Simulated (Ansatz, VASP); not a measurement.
## Two plane-wave programs on Y

File INCAR:

```
PREC = Accurate
ENCUT = 520
EDIFF = 1E-7
ISMEAR = 0
SIGMA = 0.1
LREAL = False
LASPH = True
NELM = 100
ALGO = Normal
ISIF = 2
LWAVE = False
LCHARG = False
GGA = PS
NBANDS = 12
```

The input KPOINTS:

```
Automatic mesh
0
Gamma
  14 14 14
```

POSCAR

```
Y
1.0
    0.0000000000      2.4114593829      2.4114593829
    2.4114593829      0.0000000000      2.4114593829
    2.4114593829      2.4114593829      0.0000000000
Y
1
Direct
    0.0000000000      0.0000000000      0.0000000000
```

Input for Ansatz:

```yaml
crystal:
  lattice:
    - [0.0, 2.4114593829, 2.4114593829]
    - [2.4114593829, 0.0, 2.4114593829]
    - [2.4114593829, 2.4114593829, 0.0]
  atoms:
    - { symbol: "Y", position: [0.0, 0.0, 0.0] }
basis:
  ecutwfc: 420
kpoints:
  mp_grid: { grid: [14, 14, 14] }
hamiltonian:
  xc: pbesol
scf:
  occupations: { method: gaussian, width: 0.1 }
output:
  forces: true
  stress: true
  eigenvalues: true
```

Alike in both runs: task single point; functional PBEsol; k mesh 14 × 14 × 14; occupations gaussian, width 0.1 eV; no spin polarisation.

|  | VASP | Ansatz |
| --- | --- | --- |
| version | VASP 6.6.1 | Ansatz 0.2.0 |
| potentials or method | VASP PAW PBE potentials, release 64 (Y_sv), cutoff 520 eV | scalar-relativistic, plane waves, PAW |
| valence electrons in the cell | 11 | 11 |

|  | VASP | Ansatz | Ansatz less VASP |
| --- | --- | --- | --- |
| gap on the k mesh at the Fermi level (eV) | none | none | - |
| pressure (GPa) | 4.4 | 4.6 | +0.19 |

VASP's potentials were made for PBE, not for PBEsol. A gap of «none» marks a metal or a gap that the smearing closes.
